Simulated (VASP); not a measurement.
Wanted: the native input for a VASP 6.6.1 run.

```
Task                   : single point
Functional             : PBEsol
Potentials or basis    : VASP PAW PBE potentials, release 64 (Na_pv)
Cutoff                 : 520 eV
k mesh                 : 16 × 16 × 16
Occupations            : gaussian, width 0.15 eV
Spin                   : no spin polarisation
Dipole correction      : no
Further INCAR settings : ALGO = Normal; EDIFF = 1e-07; NBANDS = 10
```

The structure of Na lies in POSCAR:

```
Na
1.0
   -2.0645625000      2.0645625000      2.0116250000
    2.0645625000     -2.0645625000      2.0116250000
    2.0645625000      2.0645625000     -2.0116250000
Na
1
Direct
    0.0000000000      0.0000000000      0.0000000000
```

This cell differs from its parent crystal: strain -0.025 along x and y, -0.050 along z.

The input as run:

INCAR

```
SYSTEM = Na
PREC = Accurate ; ENCUT = 520
EDIFF = 1E-7 ; ISMEAR = 0
SIGMA = 0.15 ; LREAL = .False.
LASPH = .True. ; NELM = 60
ALGO = Normal ; ISIF = 2
LWAVE = .False. ; LCHARG = .False.
GGA = PS ; NBANDS = 10
```

KPOINTS

```
Automatic mesh
0
Gamma
  16 16 16
  0 0 0
```

Potentials or basis: VASP PAW PBE potentials, release 64 (Na_pv).

Launch:

```sh
$ cat potpaw_PBE.64/Na_pv/POTCAR > POTCAR
$ mpirun -np 1 vasp_std > vasp.out
```

It gave:

* Pressure: 0.5 GPa
* Band gap on the k mesh: zero (an odd number of electrons rules out a gap without spin polarisation)

Caveat: the cell differs from its parent crystal (strain -0.025 along x and y, -0.050 along z); the PAW data sets were made with another functional, which shifts forces and pressure a little.

Wall time 110 s on 1 thread of Intel Xeon 8259CL, on a shared host, peak memory 0.22 GiB.
